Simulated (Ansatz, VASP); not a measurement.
Two plane-wave programs on MgO

```
Mg O
1.0
     3.28822    0.00000    0.00000
    -1.64411    2.84768    0.00000
     0.00000    0.00000    5.03437
Mg O
2 2
Cartesian
  0.0000 1.8985 -0.0495
  1.6441 0.9492 2.4677
  0.0000 1.8985 1.9374
  1.6441 0.9492 4.4546
```

Alike in both runs: task single point; functional LDA; k mesh 6 × 6 × 4; no spin polarisation.

|  | VASP | Ansatz |
| --- | --- | --- |
| version | VASP 6.6.1 | Ansatz 0.2.0 |
| potentials or method | VASP PAW LDA potentials, release 64 (Mg, O) | plane waves, PAW |
| plane-wave cutoff (eV) | 600 | 420 |
| occupations | gaussian, width 0.01 eV | fixed |
| valence electrons in the cell | 16 | 32 |

```csv
,VASP,Ansatz,Ansatz less VASP
gap on the k mesh at the Fermi level (eV),3.44,3.44,0.000
```

LDA's correlation is that of Perdew and Zunger in VASP and of Perdew and Wang (1992) in Ansatz. VASP's potentials hold 16 valence electrons a cell and Ansatz's 32, so a difference there can come from the potentials and not from the codes.
